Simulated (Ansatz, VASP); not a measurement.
One calculation of Al, two programs

Contents of INCAR:

```
  ALGO = Normal
  EDIFF = 1E-6
  ENCUT = 520
  GGA = PE
  ISIF = 2
  ISMEAR = 0
  LASPH = True
  LCHARG = False
  LREAL = Auto
  LWAVE = False
  NBANDS = 38
  NELM = 80
  PREC = Accurate
  SIGMA = 0.1
```

Contents of KPOINTS:

```
k-points
0
Gamma
  5 5 5
```

File POSCAR:

```
Al
1.0
    4.0416208963      4.0416208963     -4.0416208963
   -4.0416208963     -4.0416208963     -4.0416208963
   -4.0416208963      4.0416208963      4.0416208963
Al
16
Direct
    0.2500000000      0.7500000000      0.0000000000
    0.5000000000      0.5000000000      0.0000000000
    0.7500000000      0.2500000000      0.0000000000
    0.7500000000      0.7500000000      0.5000000000
    0.0000000000      0.7500000000      0.2500000000
    0.2500000000      0.5000000000      0.2500000000
    0.5000000000      0.2500000000      0.2500000000
    0.7500000000      0.0000000000      0.2500000000
    0.0000000000      0.0000000000      0.0000000000
    0.5000000000      0.7500000000      0.7500000000
    0.7500000000      0.5000000000      0.7500000000
    0.0000000000      0.5000000000      0.5000000000
    0.2500000000      0.2500000000      0.5000000000
    0.5000000000      0.0000000000      0.5000000000
    0.0000000000      0.2500000000      0.7500000000
    0.2500000000      0.0000000000      0.7500000000
```

Input for Ansatz:

```yaml
crystal:
  lattice:
    - [4.0416208963, 4.0416208963, -4.0416208963]
    - [-4.0416208963, -4.0416208963, -4.0416208963]
    - [-4.0416208963, 4.0416208963, 4.0416208963]
  atoms:
    - { symbol: Al, position: [0.25, 0.75, 0.0] }
    - { symbol: Al, position: [0.5, 0.5, 0.0] }
    - { symbol: Al, position: [0.75, 0.25, 0.0] }
    - { symbol: Al, position: [0.75, 0.75, 0.5] }
    - { symbol: Al, position: [0.0, 0.75, 0.25] }
    - { symbol: Al, position: [0.25, 0.5, 0.25] }
    - { symbol: Al, position: [0.5, 0.25, 0.25] }
    - { symbol: Al, position: [0.75, 0.0, 0.25] }
    - { symbol: Al, position: [0.0, 0.0, 0.0] }
    - { symbol: Al, position: [0.5, 0.75, 0.75] }
    - { symbol: Al, position: [0.75, 0.5, 0.75] }
    - { symbol: Al, position: [0.0, 0.5, 0.5] }
    - { symbol: Al, position: [0.25, 0.25, 0.5] }
    - { symbol: Al, position: [0.5, 0.0, 0.5] }
    - { symbol: Al, position: [0.0, 0.25, 0.75] }
    - { symbol: Al, position: [0.25, 0.0, 0.75] }
basis:
  ecutwfc: 420
  xc_grid: 2
kpoints:
  mp_grid: { grid: [5, 5, 5], shift: [0.0, 0.0, 0.0] }
hamiltonian:
  xc: pbe
scf:
  occupations: { method: gaussian, width: 0.1 }
output:
  forces: true
  stress: true
  eigenvalues: true
  write_density: true
  write_potential: true
  elf: true
  volumetric_format: npy
```

Alike in both runs: task single point; functional PBE; k mesh 5 × 5 × 5; occupations gaussian, width 0.1 eV; no spin polarisation.

|  | VASP | Ansatz |
| --- | --- | --- |
| version | VASP 6.6.1 | Ansatz 0.2.0 |
| potentials or method | VASP PAW PBE potentials, release 64 (Al), cutoff 520 eV | scalar-relativistic, plane waves, PAW |
| valence electrons in the cell | 48 | 48 |

```tsv
	VASP	Ansatz	Ansatz less VASP
gap on the k mesh at the Fermi level (eV)	none	none	-
pressure (GPa)	-0.2	-0.2	+0.01
```

A gap of «none» marks a metal or a gap that the smearing closes. With one functional, cell and mesh, what is left measures potentials, basis and numerics.
